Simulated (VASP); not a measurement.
Here is a VASP 6.6.1 calculation.

The input INCAR:

```
SYSTEM = Ga3SbP2
PREC = Accurate ; ENCUT = 520
EDIFF = 1E-7 ; ISMEAR = -1
SIGMA = 0.02 ; LREAL = .FALSE.
LASPH = .TRUE. ; NELM = 60
ALGO = Normal ; ISIF = 2
LWAVE = .FALSE. ; LCHARG = .FALSE.
GGA = PE ; NBANDS = 36
```

The input KPOINTS:

```
Automatic mesh
0
G
  8 8 8
  0 0 0
```

The input POSCAR:

```
Ga3SbP2
1.0
   -2.0261797440      6.0769317178      2.8675083411
    2.0261797440     -6.0769317178      2.8675083411
    2.0261797440      6.0769317178     -2.8675083411
P Ga Sb
2 3 1
Direct
    0.3306610107     -0.0000069273      0.3306679380
    0.6693251347     -0.0000069273      0.6693320620
    0.5527789249      0.7325076528      0.8202712721
    0.9122363806      0.7325076528      0.1797287279
    0.2865312062      0.7865312062      0.5000000000
   -0.0015326570     -0.0015326570      0.0000000000
```

Potentials or basis: VASP PAW PBE potentials, release 64 (P, Ga_d, Sb).

Launch:

```sh
$ cat potpaw_PBE.64/P/POTCAR potpaw_PBE.64/Ga_d/POTCAR potpaw_PBE.64/Sb/POTCAR > POTCAR
$ mpirun -np 1 vasp_std > vasp.out
```

(1) Estimate the largest force.

(2) What does it give for the pressure?

(3) Predict the band gap on the k mesh.

## Answers

(1) 0.010 eV/Å.

(2) 0.1 GPa.

(3) 0.42 eV.

Caveat: spin-orbit coupling is left out, which moves the levels of the heavy elements.
